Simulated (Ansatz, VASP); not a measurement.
**SrTiO3 in VASP and in Ansatz**

File INCAR:

```
SYSTEM = SrTiO3
ALGO     = Normal         ! electronic algorithm
EDIFF    = 1E-6           ! SCF threshold, eV
ENCUT    = 520            ! plane-wave cutoff, eV
GGA      = PS             ! functional
ISIF     = 2              ! what is computed and relaxed
ISMEAR   = 0              ! smearing method
LASPH    = .True.         ! aspherical terms in the spheres
LCHARG   = .True.         ! write CHGCAR
LELF     = .True.         ! ELF
LREAL    = .False.        ! projectors in reciprocal space
LVHAR    = .True.       
LWAVE    = .False.        ! write WAVECAR
NBANDS   = 51             ! bands
NELM     = 60             ! most SCF steps
PREC     = Accurate       ! precision mode
SIGMA    = 0.02           ! smearing width, eV
```

File KPOINTS:

```
k-points
0
Gamma
  8 8 8
  0 0 0
```

Contents of POSCAR:

```
SrTiO3
1.0
   -2.7435446935      2.7435446935      3.9043132969
    2.7435446935     -2.7435446935      3.9043132969
    2.7435446935      2.7435446935     -3.9043132969
Sr Ti O
2 2 6
Direct
    0.7500000000      0.2500000000      0.5000000000
    0.2500000000      0.7500000000      0.5000000000
    0.0000000000      0.0000000000      0.0000000000
    0.5000000000      0.5000000000      0.0000000000
    0.2500000000      0.2500000000      0.0000000000
    0.7500000000      0.7500000000      0.0000000000
    0.7253545272      0.2253545272      0.9507090543
    0.2253545272      0.2746454728      0.5000000000
    0.2746454728      0.7746454728      0.0492909457
    0.7746454728      0.7253545272      0.5000000000
```

Input for Ansatz:

```yaml
crystal:
  lattice:
    - [-2.7435446935, 2.7435446935, 3.9043132969]
    - [2.7435446935, -2.7435446935, 3.9043132969]
    - [2.7435446935, 2.7435446935, -3.9043132969]
  atoms:
    - { symbol: Sr, position: [0.75, 0.25, 0.5] }
    - { symbol: Sr, position: [0.25, 0.75, 0.5] }
    - { symbol: Ti, position: [0.0, 0.0, 0.0] }
    - { symbol: Ti, position: [0.5, 0.5, 0.0] }
    - { symbol: O, position: [0.25, 0.25, 0.0] }
    - { symbol: O, position: [0.75, 0.75, 0.0] }
    - { symbol: O, position: [0.7253545272, 0.2253545272, 0.9507090543] }
    - { symbol: O, position: [0.2253545272, 0.2746454728, 0.5] }
    - { symbol: O, position: [0.2746454728, 0.7746454728, 0.0492909457] }
    - { symbol: O, position: [0.7746454728, 0.7253545272, 0.5] }
basis:
  ecutwfc: 420
kpoints:
  mp_grid: { grid: [8, 8, 8] }
  band_path: { path: [VBM, CBM], npoints: 2 }
hamiltonian:
  xc: pbesol
scf:
  occupations: { method: gaussian, width: 0.02 }
output:
  forces: true
  stress: true
  eigenvalues: true
```

Alike in both runs: task single point; functional PBEsol; k mesh 8 × 8 × 8; occupations gaussian, width 0.02 eV; no spin polarisation.

|  | VASP | Ansatz |
| --- | --- | --- |
| version | VASP 6.6.1 | Ansatz 0.2.0 |
| potentials or method | VASP PAW PBE potentials, release 64 (Sr_sv, Ti_sv, O), cutoff 520 eV | scalar-relativistic, plane waves, PAW |
| valence electrons in the cell | 80 | 80 |

|  | VASP | Ansatz | Ansatz less VASP |
| --- | --- | --- | --- |
| gap on the k mesh at the Fermi level (eV) | 1.94 | 1.97 | +0.030 |
| least direct gap on the mesh (eV) | 1.95 | 1.98 | +0.031 |
| pressure (GPa) | 0.7 | 0.0 | -0.71 |

VASP's potentials were made for PBE, not for PBEsol.
